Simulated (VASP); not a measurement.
# Ir (Fm-3m) in VASP: further runs

The runs below take Ir through single point, with LDA.

All numbers are computed with VASP 6.6.1; they aren't measurements. Logs are shortened: lines on timing, memory, paths and dates and some standing lists are left out, and cuts for length are marked.

### 1 The cell of the first run

The structure is cubic, space group Fm-3m (No. 225). The conventional cell has a = 3.831 Å, b = 3.831 Å, c = 3.831 Å, α = 90.00°, β = 90.00°, γ = 90.00°. Within 3.6 Å of Ir (site symmetry m-3m) lie 12 Ir at 2.71 Å.

### 2 Single point, LDA

Contents of INCAR:

```
PREC = Accurate
ENCUT = 560
EDIFF = 1E-6
ISMEAR = 0
SIGMA = 0.1
LREAL = F
LASPH = T
NELM = 120
ALGO = Normal
ISIF = 2
LWAVE = F
LCHARG = F
GGA = CA
NBANDS = 14
GGA_COMPAT = F
```

Contents of KPOINTS:

```
regular mesh
0
Gamma
  8 8 8
```

Contents of POSCAR:

```
Ir
1.0
    0.0000000000      1.9156000000      1.9156000000
    1.9156000000      0.0000000000      1.9156000000
    1.9156000000      1.9156000000      0.0000000000
Ir
1
Direct
    0.0000000000      0.0000000000      0.0000000000
```

Potentials or basis: VASP PAW LDA potentials, release 64 (Ir_sv_GW).

The run is started by

```console
cat potpaw_LDA.64/Ir_sv_GW/POTCAR > POTCAR
mpirun -np 1 vasp_std > vasp.out
```

OUTCAR:

```text
PREC = Accurate
   ENCUT = 560
   EDIFF = 1E-6
   ISMEAR = 0
   LREAL = F
   LASPH = T
   NELM = 120
   ISIF = 2
   GGA = CA

 ion  position               nearest neighbor table
   1  0.000  0.000  0.000-

  LATTYP: Found a face centered cubic cell.
 ALAT       =     3.8312000000

  Lattice vectors:

 A1 = (   0.0000000000,   1.9156000000,   1.9156000000)
 A2 = (   1.9156000000,   0.0000000000,   1.9156000000)
 A3 = (   1.9156000000,   1.9156000000,   0.0000000000)

Analysis of symmetry for initial positions (statically):
=====================================================================
 Subroutine PRICEL returns:
 Original cell was already a primitive cell.

 Routine SETGRP: Setting up the symmetry group for a
 face centered cubic supercell.

 Subroutine GETGRP returns: Found 48 space group operations
 (whereof 48 operations were pure point group operations)
 out of a pool of 48 trial point group operations.

The static configuration has the point symmetry O_h .

Analysis of symmetry for dynamics (positions and initial velocities):
=====================================================================
 Subroutine PRICEL returns:
 Original cell was already a primitive cell.

 Routine SETGRP: Setting up the symmetry group for a
 face centered cubic supercell.

 Subroutine GETGRP returns: Found 48 space group operations
 (whereof 48 operations were pure point group operations)
 out of a pool of 48 trial point group operations.

The dynamic configuration has the point symmetry O_h .

 Subroutine INISYM returns: Found 48 space group operations
 (whereof 48 operations are pure point group operations),
 and found     1 'primitive' translations

----------------------------------------------------------------------------------------

                                     Primitive cell

  volume of cell :      14.0587

  direct lattice vectors                    reciprocal lattice vectors
     0.000000000  1.915600000  1.915600000    -0.261014826  0.261014826  0.261014826
     1.915600000  0.000000000  1.915600000     0.261014826 -0.261014826  0.261014826
     1.915600000  1.915600000  0.000000000     0.261014826  0.261014826 -0.261014826

  length of vectors
     2.709067500  2.709067500  2.709067500     0.452090940  0.452090940  0.452090940

  position of ions in fractional coordinates (direct lattice)
     0.000000000  0.000000000  0.000000000

  ion indices of the primitive-cell ions
   primitive index   ion index
                 1           1

----------------------------------------------------------------------------------------

 KPOINTS: regular mesh

Automatic generation of k-mesh.
 Grid dimensions read from file:
 generate k-points for:    8    8    8

 Generating k-lattice:

  Cartesian coordinates                     Fractional coordinates (reciprocal lattice)
    -0.032626853  0.032626853  0.032626853     0.125000000  0.000000000  0.000000000
     0.032626853 -0.032626853  0.032626853     0.000000000  0.125000000  0.000000000
     0.032626853  0.032626853 -0.032626853     0.000000000  0.000000000  0.125000000

  Length of vectors
     0.056511367  0.056511367  0.056511367

  Shift w.r.t. Gamma in fractional coordinates (k-lattice)
     0.000000000  0.000000000  0.000000000

 Subroutine IBZKPT returns following result:
 ===========================================

 Found     29 irreducible k-points:

 Following reciprocal coordinates:
            Coordinates               Weight
  0.000000  0.000000  0.000000      1.000000
  0.125000  0.000000  0.000000      8.000000
  0.250000  0.000000  0.000000      8.000000
  0.375000  0.000000  0.000000      8.000000
  0.500000  0.000000  0.000000      4.000000
  0.125000  0.125000  0.000000      6.000000
[... 16 lines left out ...]
  0.500000  0.250000  0.125000     48.000000
 -0.375000  0.250000  0.125000     24.000000
 [... further k-points ...]
   k-points           NKPTS =     29   k-points in BZ     NKDIM =     29   number of bands    NBANDS=     14
   number of dos      NEDOS =    301   number of ions     NIONS =      1
   total plane-waves  NPLWV =  13824
   dimension x,y,z NGX =    24 NGY =   24 NGZ =   24
   dimension x,y,z NGXF=    48 NGYF=   48 NGZF=   48
   ions per type =               1
   NGX,Y,Z   is equivalent  to a cutoff of  14.73, 14.73, 14.73 a.u.
   NGXF,Y,Z  is equivalent  to a cutoff of  29.46, 29.46, 29.46 a.u.
 SYSTEM =  unknown system
   PREC   = accura    normal or accurate (medium, high low for compatibility)
   ISTART =      0    job   : 0-new  1-cont  2-samecut
   ICHARG =      2    charge: 1-file 2-atom 10-const
   ISPIN  =      1    spin polarized calculation?
   LNONCOLLINEAR =      F non collinear calculations
   LSORBIT =      F    spin-orbit coupling
   LASPH  =      T    aspherical Exc in radial PAW
   ENCUT  =  560.0 eV  41.16 Ry    6.42 a.u.   5.23  5.23  5.23*2*pi/ulx,y,z
   NELM   =    120;   NELMIN=  2; NELMDL= -5     # of ELM steps
   EDIFF  = 0.1E-05   stopping-criterion for ELM
   LREAL  =      F    real-space projection
   EDIFFG = 0.1E-04   stopping-criterion for IOM
   NSW    =      0    number of steps for IOM
   IBRION =     -1    ionic relax: 0-MD 1-quasi-New 2-CG
   NFREE  =      0    steps in history (QN), initial steepest desc. (CG)
   ISIF   =      2    stress and relaxation
   ISYM   =      2    0-nonsym 1-usesym 2-fastsym
   POTIM  = 0.5000    time-step for ionic-motion
   TEBEG  =    0.0;   TEEND  =   0.0 temperature during run
   PSTRESS=    0.0 pullay stress
   NELECT =      17.0000    total number of electrons
   NUPDOWN=      -1.0000    fix difference up-down
   EMIN   =  10.00;   EMAX   =-10.00  energy-range for DOS
   EFERMI =   0.00;   METHOD = LEGACY
   ISMEAR =     0;   SIGMA  =   0.10  broadening in eV -4-tet -1-fermi 0-gaus
   EFERMI_NEDOS =   21; number of points for ismear=-14 and -15
   IALGO  =     38    algorithm
   IMIX   =      4    mixing-type and parameters
     AMIX     =   0.40;   BMIX     =  1.00
     AMIX_MAG =   1.60;   BMIX_MAG =  1.00
  volume/ion in A,a.u.               =      14.06        94.87
  Fermi-wavevector in a.u.,A,eV,Ry     =   1.744120  3.295909 41.388295  3.041954
  Thomas-Fermi vector in A             =   2.816061
   LORBIT       =      0    0 simple, 1 ext, 2 COOP (PROOUT), +10 PAW based schemes
   GGA     = CA    functional components
   LHFCALC =     F    Hartree Fock is set to
   AEXX    =    0.0000 exact exchange contribution
   IVDW    =     0    specifies the selected vdW correction
   LEPSILON=     F    determine dielectric tensor
   LRPA    =     F    only Hartree local field effects (RPA)
 non-spin polarized calculation
 Gauss-broadening in eV      SIGMA  =   0.10
  energy-cutoff  :      560.00
  volume of cell :       14.06
 maximum number of plane-waves:       444
 NGX is ok and might be reduce to    24
   NGX = 11   NGY = 11   NGZ = 11

 number of electron      17.0000000 magnetization

 Free energy of the ion-electron system (eV)
  ---------------------------------------------------
  ext. energy  EPLUGINS =         0.00000000
  ---------------------------------------------------
  free energy    TOTEN  =       -10.82814848 eV

  energy without entropy =      -10.81919834  energy(sigma->0) =      -10.82367341

 E-fermi :  12.8302     XC(G=0): -14.8239

 val. band max:       12.7841399941   @ k =  -0.3750   0.1250   0.0000
 cond. band min:      12.8446906298   @ k =  -0.3750   0.2500   0.0000
 fundamental gap:      0.0605506356
 Fermi energy:        12.8302123099

 k-point     1 :       0.0000    0.0000    0.0000
  band No.  band energies     occupation
      1     -79.7691      2.00000
      2     -36.4274      2.00000
      3     -36.4274      2.00000
      4     -36.4274      2.00000
      5       1.6240      2.00000
      6       8.8310      2.00000
      7       8.8310      2.00000
      8       8.8310      2.00000
      9      11.5976      2.00000
     10      11.5976      2.00000
     11      26.3943      0.00000
     12      31.9254      0.00000
     13      31.9254      0.00000
     14      31.9254      0.00000

 k-point     2 :       0.1250    0.0000    0.0000
  band No.  band energies     occupation
      1     -79.7596      2.00000
      2     -36.5523      2.00000
      3     -36.4447      2.00000
      4     -36.4447      2.00000
      5       2.3046      2.00000
      6       8.5067      2.00000
      7       9.0974      2.00000
      8       9.0974      2.00000
      9      11.4483      2.00000
     10      11.4483      2.00000
     11      27.5228      0.00000
     12      29.6247      0.00000
     13      33.0831      0.00000
     14      33.0831      0.00000

 k-point     3 :       0.2500    0.0000    0.0000
  band No.  band energies     occupation
      1     -79.7349      2.00000
      2     -36.8448      2.00000
      3     -36.4854      2.00000
      4     -36.4854      2.00000
      5       3.8418      2.00000
      6       8.3333      2.00000
      7       9.2877      2.00000
      8       9.2877      2.00000
      9      11.7616      2.00000
     10      11.7616      2.00000
     11      26.2992      0.00000
     12      29.1388      0.00000
     13      36.0610      0.00000
     14      36.0610      0.00000
[... 324 lines left out ...]
 k-point    23 :       0.5000    0.2500    0.1250
  band No.  band energies     occupation
      1     -79.6973      2.00000
      2     -37.0699      2.00000
      3     -36.7299      2.00000
      4     -36.5862      2.00000
      5       6.0838      2.00000
      6       7.7482      2.00000
      7       8.1301      2.00000
      8      10.4940      2.00000
      9      12.6217      1.99681
     10      15.7001      0.00000
     11      23.0380      0.00000
     12      28.2327      0.00000
     13      29.2785      0.00000
     14      33.8809      0.00000

 k-point    24 :      -0.3750    0.2500    0.1250
  band No.  band energies     occupation
      1     -79.6888      2.00000
      2     -37.1354      2.00000
      3     -36.7583      2.00000
      4     -36.6122      2.00000
      5       6.0941      2.00000
      6       7.4980      2.00000
      7       9.1488      2.00000
      8      10.1731      2.00000
      9      13.3632      0.00000
     10      18.0247      0.00000
     11      19.4751      0.00000
     12      28.2929      0.00000
     13      28.6368      0.00000
     14      32.0823      0.00000

 [... further k-points ...]

------------------------ aborting loop because EDIFF is reached ----------------------------------------

  FORCE on cell =-STRESS in cart. coord.  units (eV):
  Direction    XX          YY          ZZ          XY          YZ          ZX
  --------------------------------------------------------------------------------------
  -------------------------------------------------------------------------------------
  Total       -0.4480505     -0.4480505     -0.4480505     -0.0000000      0.0000000      0.0000000
  in kB      -51.0614363    -51.0614363    -51.0614363     -0.0000000      0.0000000      0.0000000
  external PRESSURE =     -51.0614363 kB  Pullay stress =       0.0000000 kB

 VOLUME and BASIS-vectors are now :
 -----------------------------------------------------------------------------
  energy-cutoff  :      560.00
  volume of cell :       14.06
      direct lattice vectors                 reciprocal lattice vectors
     0.000000000  1.915600000  1.915600000    -0.261014826  0.261014826  0.261014826
     1.915600000  0.000000000  1.915600000     0.261014826 -0.261014826  0.261014826
     1.915600000  1.915600000  0.000000000     0.261014826  0.261014826 -0.261014826

 POSITION                                       TOTAL-FORCE (eV/Angst)
 -----------------------------------------------------------------------------------
      0.00000      0.00000      0.00000         0.000000      0.000000      0.000000
 -----------------------------------------------------------------------------------
    total drift:                                0.000000      0.000000     -0.000000

  FREE ENERGIE OF THE ION-ELECTRON SYSTEM (eV)
  ---------------------------------------------------
  free  energy   TOTEN  =       -10.8281484815 eV

  energy  without entropy=      -10.8191983354  energy(sigma->0) =      -10.82367341
```

Wall time 3.7 s (1 thread of Intel Xeon 6975P-C (Granite Rapids), shared host); peak memory 0.13 GiB.

Results:

- Free energy: -10.8281 eV
- Pressure: -5.1 GPa
- Band gap on the k mesh: zero (an odd number of electrons rules out a gap without spin polarisation)

Caveat: the cell stands under tension; spin-orbit coupling is left out, which moves the levels of the heavy elements.

(Part 1 of 2 ends here.)

The gap in the log of VASP goes by the Fermi energy; the results here count the filled bands.